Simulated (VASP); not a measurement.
TiO2: single point with RPBE

TiO2:

```
CELL_PARAMETERS angstrom
5.33435 0.00000 -0.88127
0.00000 5.40681 0.00000
-1.86587 0.00000 5.27774
ATOMIC_POSITIONS crystal
Ti 0.25000 0.12492 0.25000
Ti 0.75000 0.62492 0.25000
Ti 0.75000 0.87508 0.75000
Ti 0.25000 0.37508 0.75000
O 0.04427 0.12511 0.83863
O 0.95573 0.62511 0.66137
O 0.95573 0.87489 0.16137
O 0.04427 0.37489 0.33863
O 0.54426 0.87489 0.33863
O 0.45574 0.37489 0.16137
O 0.45574 0.12511 0.66137
O 0.54426 0.62511 0.83863
```

```
Program             : VASP 6.6.1
Task                : single point
Functional          : RPBE
Potentials or basis : VASP PAW PBE potentials, release 64 (Ti_sv, O)
Cutoff              : 520 eV
k mesh              : 6 × 6 × 6
Occupations         : fermi-dirac, width 0.05 eV
Spin                : no spin polarisation
```

```yaml
Pressure: 0.6 GPa
Largest_force: 0.017 eV/Å
Band_gap_on_the_k_mesh: 2.12 eV
```

Forces on the atoms (eV/Å):
```
Ti   0.000  0.000  0.000
Ti   0.000  0.000  0.000
Ti   0.000  0.000  0.000
Ti   0.000  0.000  0.000
O   -0.003  0.000 -0.016
O    0.003  0.000  0.016
O    0.003  0.000  0.016
O   -0.003  0.000 -0.016
O   -0.003  0.000 -0.016
O    0.003  0.000  0.016
O    0.003  0.000  0.016
O   -0.003  0.000 -0.016
```

Stress tensor (GPa, compression positive):
```
0.53 0.00 0.00
0.00 0.53 0.00
0.00 0.00 0.62
```

Levels at points of the mesh, in eV from the valence-band top:
| k point | band 46 | band 47 | band 48 | band 49 | band 50 | band 51 |
| --- | --- | --- | --- | --- | --- | --- |
| (0.00, 0.00, 0.00) | -0.38 | -0.06 | -0.06 | 2.12 | 2.73 | 3.13 |
| (0.50, 0.00, 0.00) | -0.67 | -0.21 | -0.21 | 2.85 | 2.85 | 3.14 |
| (0.00, 0.50, 0.00) | -0.55 | -0.17 | -0.17 | 2.83 | 2.83 | 2.99 |
| (0.50, 0.50, 0.00) | -0.81 | -0.63 | -0.63 | 3.14 | 3.14 | 3.38 |
| (0.00, 0.00, 0.50) | -0.09 | -0.06 | -0.06 | 2.42 | 2.42 | 3.13 |
| (0.50, 0.00, 0.50) | -0.67 | -0.21 | -0.21 | 2.85 | 2.85 | 3.14 |
| (0.00, 0.50, 0.50) | -0.37 | -0.37 | -0.37 | 2.99 | 2.99 | 2.99 |
| (0.50, 0.50, 0.50) | -0.81 | -0.63 | -0.63 | 3.14 | 3.14 | 3.38 |

Run time: 15 min on 1 thread of Oxide Virtual Turin-like Processor (shared host), peak memory 0.53 GiB.

Caveat: the PAW data sets were made with another functional, which shifts forces and pressure a little. A k mesh can miss the band edges.
